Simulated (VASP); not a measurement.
Set up this calculation in VASP 6.6.1, as the native input.

```
Task                   : single point
Functional             : PBE
Potentials or basis    : VASP PAW PBE potentials, release 64 (Cu, Sb)
Cutoff                 : 520 eV
k mesh                 : 18 × 18 × 14
Occupations            : gaussian, width 0.1 eV
Spin                   : no spin polarisation
Dipole correction      : no
Further INCAR settings : ALGO = Normal; EDIFF = 1e-06; NBANDS = 15
```

The structure of CuSb lies in POSCAR:

```
CuSb
1.0
    3.2084047747      0.0000000000      0.0000000000
    0.0000000000      3.2084047747      0.0000000000
    0.0000000000      0.0000000000      3.7855977410
Cu Sb
1 1
Direct
    0.5000000000      0.5000000000      0.5000000000
    0.0000000000      0.0000000000      0.0000000000
```

The input as run:

INCAR

```
PREC = Accurate ; ENCUT = 520
EDIFF = 1E-6 ; ISMEAR = 0
SIGMA = 0.1 ; LREAL = False
LASPH = True ; NELM = 80
ALGO = Normal ; ISIF = 2
LWAVE = False ; LCHARG = False
GGA = PE ; NBANDS = 15
```

KPOINTS

```
regular mesh
0
Gamma
  18 18 14
```

Potentials or basis: VASP PAW PBE potentials, release 64 (Cu, Sb).

Command:

```console
$ cat potpaw_PBE.64/Cu/POTCAR potpaw_PBE.64/Sb/POTCAR > POTCAR
$ mpirun -np 1 vasp_std > vasp.out
```

It gave:

| Property | Result |
| --- | --- |
| Pressure | -0.1 GPa |
| Band gap on the k mesh | zero (bands 8 and 9 overlap by 4.85 eV) |

Caveat: spin-orbit coupling is left out, which moves the levels of the heavy elements.

Run time: 4.2 min on 1 thread of AMD EPYC 7R13 (shared host), peak memory 0.34 GiB.
